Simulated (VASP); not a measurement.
A run of VASP 6.6.1:

The input INCAR:

```
PREC     = Accurate       # precision mode
ENCUT    = 600            # plane-wave cutoff, eV
EDIFF    = 1E-7           # SCF threshold, eV
ISMEAR   = -1             # smearing method
SIGMA    = 0.1            # smearing width, eV
LREAL    = F              # projectors in reciprocal space
LASPH    = T              # aspherical terms in the spheres
NELM     = 60             # most SCF steps
ALGO     = Normal         # electronic algorithm
ISIF     = 3              # what is computed and relaxed
LWAVE    = F              # write WAVECAR
LCHARG   = F              # write CHGCAR
GGA      = PS             # functional
IBRION   = 2              # ionic algorithm
NSW      = 32             # ionic steps
EDIFFG   = -0.005         # ionic threshold
PSTRESS  = 28.0
```

KPOINTS

```
regular mesh
0
Gamma
  13 13 13
```

The input POSCAR:

```
Ca
1.0
    0.0000000000      2.6149007140      2.6149007140
    2.6149007140      0.0000000000      2.6149007140
    2.6149007140      2.6149007140      0.0000000000
Ca
1
Direct
    0.0000000000      0.0000000000      0.0000000000
```

Potentials or basis: VASP PAW PBE potentials, release 64 (Ca_sv).

Launch:

```bash
$ cat potpaw_PBE.64/Ca_sv/POTCAR > POTCAR
$ mpirun -np 1 vasp_std > vasp.out
```

Hardware: 1 thread of Intel Xeon 8259CL (shared host).

Problem. Estimate the wall time of this run.

Solution. Wall time 93 s on 1 thread of Intel Xeon 8259CL (shared host), peak memory 0.2 GiB. Counts: scf iterations 18, k points 84, ion steps 2.
